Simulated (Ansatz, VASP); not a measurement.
# Ru: VASP beside Ansatz

```
Ru
1.0
     2.70580   -0.02029    0.00000
    -1.37047    2.35344    0.00000
     0.00000    0.00000    4.28190
Ru
2
Direct
  0.33333 0.66667 0.25000
  0.66667 0.33333 0.75000
```

Change from the starting cell: xy shear strain of -1.5 %.

Alike in both runs: task single point; functional PBE; k mesh 14 × 14 × 8; occupations fermi-dirac, width 0.03 eV; no spin polarisation.

```csv
,VASP,Ansatz
version,VASP 6.6.1,Ansatz 0.2.0
potentials or method,"VASP PAW PBE potentials, release 64 (Ru_pv), cutoff 520 eV","all-electron LAPW, scalar-relativistic"
```

|  | VASP | Ansatz | Ansatz less VASP |
| --- | --- | --- | --- |
| pressure (GPa) | 4.5 | 4.6 | +0.02 |
| traceless stress, the component that is largest in VASP (GPa) | 3.00 | 3.00 | -0.004 |
| rms of the force components (eV/Å) | 0.039 | 0.039 | 0.0000 |

Atom by atom the forces differ by 0.000 eV/Å (rms over components). Ansatz ran all-electron here, and VASP with PAW potentials.
